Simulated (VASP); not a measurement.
# CdTe in VASP: a series of runs

Runs on CdTe. Level: r2SCAN. Tasks: single point, relaxation of cell and atoms.

All numbers are computed with VASP 6.6.1; they aren't measurements. Logs are shortened: lines on timing, memory, paths and dates and some standing lists are left out, and cuts for length are marked.

## Step 1: The cell of the first run

The structure is tetragonal, space group I-4m2 (No. 119). Conventional cell: a = 4.682 Å, b = 4.682 Å, c = 6.516 Å, α = 90.00°, β = 90.00°, γ = 90.00°. Cd (site symmetry -4m2) has 4 Te at 2.85 Å within 3.8 Å. Te (site symmetry -4m2) has 4 Cd at 2.85 Å within 3.8 Å.

## Step 2: Single point, r2SCAN (in-plane strain +0.01)

Input file POSCAR:

```
CdTe
1.0
    3.3106525556      3.3106525556      0.0000000000
   -3.3106525556      3.3106525556      0.0000000000
    0.0000000000      3.3106525556      3.2582065746
Cd Te
1 1
Direct
    0.0000000000      0.0000000000      0.0000000000
    0.7500000000      0.2500000000      0.5000000000
```

Input file INCAR.step1:

```
PREC     = Accurate       # precision mode
ENCUT    = 520            # plane-wave cutoff, eV
ISMEAR   = 0              # smearing method
SIGMA    = 0.01           # smearing width, eV
LREAL    = False          # projectors in reciprocal space
LASPH    = True           # aspherical terms in the spheres
NELM     = 60             # most SCF steps
NBANDS   = 16             # bands
GGA      = PE             # functional
ALGO     = Normal         # electronic algorithm
EDIFF    = 1E-4           # SCF threshold, eV
LWAVE    = True           # write WAVECAR
LCHARG   = False          # write CHGCAR
```

Input file INCAR.step2:

```
PREC     = Accurate       # precision mode
ENCUT    = 520            # plane-wave cutoff, eV
EDIFF    = 1E-7           # SCF threshold, eV
ISMEAR   = 0              # smearing method
SIGMA    = 0.01           # smearing width, eV
LREAL    = False          # projectors in reciprocal space
LASPH    = True           # aspherical terms in the spheres
NELM     = 60             # most SCF steps
ALGO     = Normal         # electronic algorithm
ISIF     = 2              # what is computed and relaxed
LWAVE    = False          # write WAVECAR
LCHARG   = False          # write CHGCAR
METAGGA  = R2SCAN         # meta-GGA
LMIXTAU  = True         
NBANDS   = 16             # bands
ISTART   = 1
```

Input file KPOINTS:

```
Automatic mesh
0
Gamma
  6 6 6
```

Potentials or basis: VASP PAW PBE potentials, release 64 (Cd, Te).

Run with:

```
$ cat potpaw_PBE.64/Cd/POTCAR potpaw_PBE.64/Te/POTCAR > POTCAR
$ cp INCAR.step1 INCAR
$ mpirun -np 1 vasp_std > vasp.out
$ cp INCAR.step2 INCAR
$ mpirun -np 1 vasp_std > vasp.out
```

OUTCAR:

```text
PREC = Accurate
   ENCUT = 520
   EDIFF = 1E-7
   ISMEAR = 0
   LREAL = False
   LASPH = True
   NELM = 60
   ISIF = 2
   METAGGA = R2SCAN
   ISTART = 1

 ion  position               nearest neighbor table
   1  0.000  0.000  0.000-   2 2.85   2 2.85   2 2.85   2 2.85
   2  0.750  0.250  0.500-   1 2.85   1 2.85   1 2.85   1 2.85

  LATTYP: Found a body centered tetragonal cell.
 ALAT       =     4.6819697444
 C/A-ratio  =     1.3918101792

  Lattice vectors:

 A1 = (   3.3106525556,   0.0000000000,  -3.2582065746)
 A2 = (  -3.3106525556,   0.0000000000,  -3.2582065746)
 A3 = (   0.0000000000,   3.3106525556,   3.2582065746)

Analysis of symmetry for initial positions (statically):
=====================================================================
 Subroutine PRICEL returns:
 Original cell was already a primitive cell.

 Routine SETGRP: Setting up the symmetry group for a
 body centered tetragonal supercell.

 Subroutine GETGRP returns: Found  8 space group operations
 (whereof  8 operations were pure point group operations)
 out of a pool of 16 trial point group operations.

The static configuration has the point symmetry D_2d.

Analysis of symmetry for dynamics (positions and initial velocities):
=====================================================================
 Subroutine PRICEL returns:
 Original cell was already a primitive cell.

 Routine SETGRP: Setting up the symmetry group for a
 body centered tetragonal supercell.

 Subroutine GETGRP returns: Found  8 space group operations
 (whereof  8 operations were pure point group operations)
 out of a pool of 16 trial point group operations.

The dynamic configuration has the point symmetry D_2d.

 Subroutine INISYM returns: Found  8 space group operations
 (whereof  8 operations are pure point group operations),
 and found     1 'primitive' translations

----------------------------------------------------------------------------------------

                                     Primitive cell

  volume of cell :      71.4226

  direct lattice vectors                    reciprocal lattice vectors
     3.310652556  3.310652556  0.000000000     0.151027627  0.151027627 -0.153458655
    -3.310652556  3.310652556  0.000000000    -0.151027627  0.151027627 -0.153458655
     0.000000000  3.310652556  3.258206575     0.000000000  0.000000000  0.306917311

  length of vectors
     4.681969744  4.681969744  4.645032877     0.262998569  0.262998569  0.306917311

  position of ions in fractional coordinates (direct lattice)
     0.000000000  0.000000000  0.000000000
     0.750000000  0.250000000  0.500000000

  ion indices of the primitive-cell ions
   primitive index   ion index
                 1           1
                 2           2

----------------------------------------------------------------------------------------

 KPOINTS: Automatic mesh

Automatic generation of k-mesh.
 Grid dimensions read from file:
 generate k-points for:    6    6    6

 Generating k-lattice:

  Cartesian coordinates                     Fractional coordinates (reciprocal lattice)
     0.025171271  0.025171271 -0.025576443     0.166666667  0.000000000  0.000000000
    -0.025171271  0.025171271 -0.025576443     0.000000000  0.166666667  0.000000000
     0.000000000  0.000000000  0.051152885     0.000000000  0.000000000  0.166666667

  Length of vectors
     0.043833095  0.043833095  0.051152885

  Shift w.r.t. Gamma in fractional coordinates (k-lattice)
     0.000000000  0.000000000  0.000000000

 Subroutine IBZKPT returns following result:
 ===========================================

 Found     30 irreducible k-points:

 Following reciprocal coordinates:
            Coordinates               Weight
  0.000000  0.000000  0.000000      1.000000
  0.166667  0.000000  0.000000      8.000000
  0.333333  0.000000  0.000000      8.000000
  0.500000  0.000000  0.000000      4.000000
  0.166667  0.166667  0.000000      8.000000
  0.333333  0.166667  0.000000     16.000000
[... 16 lines left out ...]
 -0.333333 -0.333333  0.166667      4.000000
 -0.166667 -0.333333  0.166667     16.000000
 [... further k-points ...]
   k-points           NKPTS =     30   k-points in BZ     NKDIM =     30   number of bands    NBANDS=     16
   number of dos      NEDOS =    301   number of ions     NIONS =      2
   total plane-waves  NPLWV =  46656
   dimension x,y,z NGX =    36 NGY =   36 NGZ =   36
   dimension x,y,z NGXF=    72 NGYF=   72 NGZF=   72
   ions per type =               1   1
   NGX,Y,Z   is equivalent  to a cutoff of  12.78, 12.78, 12.88 a.u.
   NGXF,Y,Z  is equivalent  to a cutoff of  25.57, 25.57, 25.77 a.u.
 SYSTEM =  unknown system
   PREC   = accura    normal or accurate (medium, high low for compatibility)
   ISTART =      1    job   : 0-new  1-cont  2-samecut
   ICHARG =      0    charge: 1-file 2-atom 10-const
   ISPIN  =      1    spin polarized calculation?
   LNONCOLLINEAR =      F non collinear calculations
   LSORBIT =      F    spin-orbit coupling
   LASPH  =      T    aspherical Exc in radial PAW
   ENCUT  =  520.0 eV  38.22 Ry    6.18 a.u.   8.71  8.71  8.64*2*pi/ulx,y,z
   NELM   =     60;   NELMIN=  2; NELMDL=  0     # of ELM steps
   EDIFF  = 0.1E-06   stopping-criterion for ELM
   LREAL  =      F    real-space projection
   EDIFFG = 0.1E-05   stopping-criterion for IOM
   NSW    =      0    number of steps for IOM
   IBRION =     -1    ionic relax: 0-MD 1-quasi-New 2-CG
   NFREE  =      0    steps in history (QN), initial steepest desc. (CG)
   ISIF   =      2    stress and relaxation
   ISYM   =      2    0-nonsym 1-usesym 2-fastsym
   POTIM  = 0.5000    time-step for ionic-motion
   TEBEG  =    0.0;   TEEND  =   0.0 temperature during run
   PSTRESS=    0.0 pullay stress
   NELECT =      18.0000    total number of electrons
   NUPDOWN=      -1.0000    fix difference up-down
   EMIN   =  10.00;   EMAX   =-10.00  energy-range for DOS
   EFERMI =   0.00;   METHOD = LEGACY
   ISMEAR =     0;   SIGMA  =   0.01  broadening in eV -4-tet -1-fermi 0-gaus
   EFERMI_NEDOS =   21; number of points for ismear=-14 and -15
   IALGO  =     38    algorithm
   IMIX   =      4    mixing-type and parameters
     AMIX     =   0.40;   BMIX     =  1.00
     AMIX_MAG =   1.60;   BMIX_MAG =  1.00
  volume/ion in A,a.u.               =      35.71       240.99
  Fermi-wavevector in a.u.,A,eV,Ry     =   1.034079  1.954126 14.548974  1.069319
  Thomas-Fermi vector in A             =   2.168357
   LORBIT       =      0    0 simple, 1 ext, 2 COOP (PROOUT), +10 PAW based schemes
   METAGGA = R2SCAN    functional components
   LHFCALC =     F    Hartree Fock is set to
   AEXX    =    0.0000 exact exchange contribution
   IVDW    =     0    specifies the selected vdW correction
   LEPSILON=     F    determine dielectric tensor
   LRPA    =     F    only Hartree local field effects (RPA)
 non-spin polarized calculation
 Gauss-broadening in eV      SIGMA  =   0.01
  energy-cutoff  :      520.00
  volume of cell :       71.42
 maximum number of plane-waves:      1944
   NGX = 17   NGY = 17   NGZ = 17

 number of electron      18.0000007 magnetization

 Free energy of the ion-electron system (eV)
  ---------------------------------------------------
  ext. energy  EPLUGINS =         0.00000000
  ---------------------------------------------------
  free energy    TOTEN  =       -46.63989638 eV

  energy without entropy =      -46.63989638  energy(sigma->0) =      -46.63989638

 E-fermi :   1.7520     XC(G=0):  -8.8806

 val. band max:        1.7066916509   @ k =   0.0000   0.0000   0.0000
 cond. band min:       2.7868193957   @ k =   0.0000   0.0000   0.0000
 fundamental gap:      1.0801277448
 Fermi energy:         1.7520292603

 k-point     1 :       0.0000    0.0000    0.0000
  band No.  band energies     occupation
      1      -9.5772      2.00000
      2      -6.7390      2.00000
      3      -6.7390      2.00000
      4      -6.7352      2.00000
      5      -6.4909      2.00000
      6      -6.4898      2.00000
[... 8 lines left out ...]
     15      11.3095      0.00000
     16      11.5193      0.00000

 k-point     2 :       0.1667    0.0000    0.0000
  band No.  band energies     occupation
      1      -9.4851      2.00000
      2      -6.7219      2.00000
      3      -6.7193      2.00000
      4      -6.6522      2.00000
      5      -6.4913      2.00000
      6      -6.4910      2.00000
[... 8 lines left out ...]
     15      10.5036      0.00000
     16      10.6581      0.00000

 k-point     3 :       0.3333    0.0000    0.0000
  band No.  band energies     occupation
      1      -9.3024      2.00000
      2      -6.6922      2.00000
      3      -6.6888      2.00000
      4      -6.4889      2.00000
      5      -6.4865      2.00000
      6      -6.3804      2.00000
[... 8 lines left out ...]
     15      10.9845      0.00000
     16      10.9938      0.00000

 k-point     4 :       0.5000    0.0000    0.0000
  band No.  band energies     occupation
      1      -9.2135      2.00000
      2      -6.6803      2.00000
      3      -6.6763      2.00000
      4      -6.4843      2.00000
      5      -6.4806      2.00000
      6      -6.1539      2.00000
[... 8 lines left out ...]
     15      12.3848      0.00000
     16      12.4935      0.00000
[... 324 lines left out ...]
 k-point    22 :      -0.1667    0.5000    0.1667
  band No.  band energies     occupation
      1      -9.1883      2.00000
      2      -6.6511      2.00000
      3      -6.6384      2.00000
      4      -6.5238      2.00000
      5      -6.4791      2.00000
      6      -6.1839      2.00000
[... 8 lines left out ...]
     15      12.3151      0.00000
     16      13.4341      0.00000

 k-point    23 :      -0.3333   -0.3333    0.1667
  band No.  band energies     occupation
      1      -9.1050      2.00000
      2      -6.6185      2.00000
      3      -6.6095      2.00000
      4      -6.5312      2.00000
      5      -6.4791      2.00000
      6      -5.9691      2.00000
[... 8 lines left out ...]
     15      13.2134      0.00000
     16      13.5438      0.00000

 k-point    24 :      -0.1667   -0.3333    0.1667
  band No.  band energies     occupation
      1      -9.1310      2.00000
      2      -6.6410      2.00000
      3      -6.6269      2.00000
      4      -6.5125      2.00000
      5      -6.4862      2.00000
      6      -6.0090      2.00000
[... 8 lines left out ...]
     15      12.6496      0.00000
     16      13.3415      0.00000

 [... further k-points ...]
[... 5 lines left out ...]
  --------------------------------------------------------------------------------------
  -------------------------------------------------------------------------------------
  Total       -0.2211531     -0.2211531     -0.1020728      0.0000000     -0.0000000      0.0000000
  in kB       -4.9609832     -4.9609832     -2.2897332      0.0000000     -0.0000000      0.0000000
  external PRESSURE =      -4.0705665 kB  Pullay stress =       0.0000000 kB

 VOLUME and BASIS-vectors are now :
 -----------------------------------------------------------------------------
  energy-cutoff  :      520.00
  volume of cell :       71.42
      direct lattice vectors                 reciprocal lattice vectors
     3.310652556  3.310652556  0.000000000     0.151027627  0.151027627 -0.153458655
    -3.310652556  3.310652556  0.000000000    -0.151027627  0.151027627 -0.153458655
     0.000000000  3.310652556  3.258206575     0.000000000  0.000000000  0.306917311

 POSITION                                       TOTAL-FORCE (eV/Angst)
 -----------------------------------------------------------------------------------
      0.00000      0.00000      0.00000        -0.000000      0.000000      0.000000
      1.65533      4.96598      1.62910         0.000000     -0.000000      0.000000
 -----------------------------------------------------------------------------------
    total drift:                               -0.000000     -0.000000      0.000000

  FREE ENERGIE OF THE ION-ELECTRON SYSTEM (eV)
  ---------------------------------------------------
  free  energy   TOTEN  =       -46.6398963805 eV

  energy  without entropy=      -46.6398963805  energy(sigma->0) =      -46.63989638
```

It took 97 s on 1 thread of Intel Xeon 6975P-C (Granite Rapids), shared host; peak memory 0.22 GiB.

Results:

| Quantity | Value |
| --- | --- |
| Free energy | -46.6399 eV |
| Pressure | -0.4 GPa |
| Band gap on the k mesh | 1.08 eV |

Caveat: the cell differs from its parent crystal (in-plane strain +0.01); the PAW data sets were made with another functional, which shifts forces and pressure a little; spin-orbit coupling is left out, which moves the levels of the heavy elements.

## Step 3: Single point, r2SCAN

This run uses another cell than the first one, of 35.22 Å³/atom.

Input file POSCAR:

```
CdTe
1.0
    3.2778738175      3.2778738175      0.0000000000
   -3.2778738175      3.2778738175      0.0000000000
    0.0000000000      3.2778738175      3.2778738175
Cd Te
1 1
Direct
    0.0000000000      0.0000000000      0.0000000000
    0.7500000000      0.2500000000      0.5000000000
```

Input file INCAR.step1:

```
PREC = Accurate
ENCUT = 520
ISMEAR = -1
SIGMA = 0.08
LREAL = False
LASPH = True
NELM = 60
NBANDS = 16
GGA = PE
ALGO = Normal
EDIFF = 1E-4
LWAVE = True
LCHARG = False
```

Input file INCAR.step2:

```
PREC = Accurate
ENCUT = 520
EDIFF = 1E-7
ISMEAR = -1
SIGMA = 0.08
LREAL = False
LASPH = True
NELM = 60
ALGO = Normal
ISIF = 2
LWAVE = False
LCHARG = False
METAGGA = R2SCAN
LMIXTAU = True
NBANDS = 16
ISTART = 1
```

Input file KPOINTS:

```
Automatic mesh
0
Gamma
  10 10 10
```

Potentials or basis: VASP PAW PBE potentials, release 64 (Cd, Te).

Run with:

```
$ cat potpaw_PBE.64/Cd/POTCAR potpaw_PBE.64/Te/POTCAR > POTCAR
$ cp INCAR.step1 INCAR
$ mpirun -np 1 vasp_std > vasp.out
$ cp INCAR.step2 INCAR
$ mpirun -np 1 vasp_std > vasp.out
```

It took 1.8 min on 1 thread of Intel Xeon 6975P-C (Granite Rapids), shared host; peak memory 0.24 GiB.

Results (log left out):

- Free energy: -46.6456 eV
- Pressure: 0.1 GPa
- Band gap on the k mesh: 1.16 eV

Levels at points of the mesh, in eV from the valence-band top:
```
           k point  band 7  band 8  band 9  band 10  band 11  band 12
(0.00, 0.00, 0.00)    0.00    0.00    0.00     1.16     5.05     5.05
(0.50, 0.00, 0.00)   -4.30   -0.74   -0.74     2.19     5.60     5.60
(0.50, 0.50, 0.00)   -4.18   -1.79   -1.79     2.95     2.99     9.26
```

Caveat: the PAW data sets were made with another functional, which shifts forces and pressure a little; spin-orbit coupling is left out, which moves the levels of the heavy elements.

(Continued in part 2 of 2.)
